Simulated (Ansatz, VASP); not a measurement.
AlP in VASP and in Ansatz

```
Al P
1.0
     0.00000    2.68334    2.68334
     2.68334    0.00000    2.68334
     2.68334    2.68334    0.00000
Al P
1 1
Direct
  0.00000 0.00000 0.00000
  0.25000 0.25000 0.25000
```

Alike in both runs: task single point; functional r2SCAN; k mesh 8 × 8 × 8; occupations gaussian, width 0.02 eV; no spin polarisation.

|  | VASP | Ansatz |
| --- | --- | --- |
| version | VASP 6.6.1 | Ansatz 0.2.0 |
| potentials or method | VASP PAW PBE potentials, release 64 (Al, P), cutoff 550 eV | scalar-relativistic, plane waves, PAW |
| valence electrons in the cell | 8 | 8 |

```csv
,VASP,Ansatz,Ansatz less VASP
gap on the k mesh at the Fermi level (eV),1.81,1.81,-0.001
least direct gap on the mesh (eV),4.10,4.10,+0.006
pressure (GPa),6.0,6.4,+0.35
```

VASP's potentials were made for PBE, not for r2SCAN. With one functional, cell and mesh, what is left measures potentials, basis and numerics.
